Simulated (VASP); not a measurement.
Input of a VASP 6.6.1 run:

INCAR

```
SYSTEM = Li
  PREC = Accurate
  ENCUT = 520
  EDIFF = 1E-7
  ISMEAR = 0
  SIGMA = 0.1
  LREAL = .False.
  LASPH = .True.
  NELM = 100
  ALGO = Normal
  ISIF = 2
  LWAVE = .False.
  LCHARG = .False.
  GGA = PE
  NBANDS = 26
```

KPOINTS

```
regular mesh
0
Gamma
  2 2 6
  0 0 0
```

File POSCAR:

```
Li
1.0
    7.6746345725      0.0000000000      0.0000000000
    0.0000000000      7.6746345725      0.0000000000
    0.0000000000      0.0000000000      3.5274928473
Li
10
Direct
    0.6664842694      0.8335157306      0.5000000000
    0.8335157306      0.3335157306      0.5000000000
    0.3335157306      0.1664842694      0.5000000000
    0.1664842694      0.6664842694      0.5000000000
    0.5000000000      0.5000000000      0.0000000000
    0.0000000000      0.0000000000      0.0000000000
    0.6326725702      0.1326725702      0.0000000000
    0.8673274298      0.6326725702      0.0000000000
    0.1326725702      0.3673274298      0.0000000000
    0.3673274298      0.8673274298      0.0000000000
```

Potentials or basis: VASP PAW PBE potentials, release 64 (Li_sv).

The run is started by

```console
$ cat potpaw_PBE.64/Li_sv/POTCAR > POTCAR
$ mpirun -np 1 vasp_std > vasp.out
```

**Question.** Estimate the band gap on the k mesh.

**Answer.** Zero (bands 15 and 16 overlap by 1.98 eV).

Caveat: the k points lie up to 0.41 Å⁻¹ apart, too coarse for converged energies and pressures of a metal.
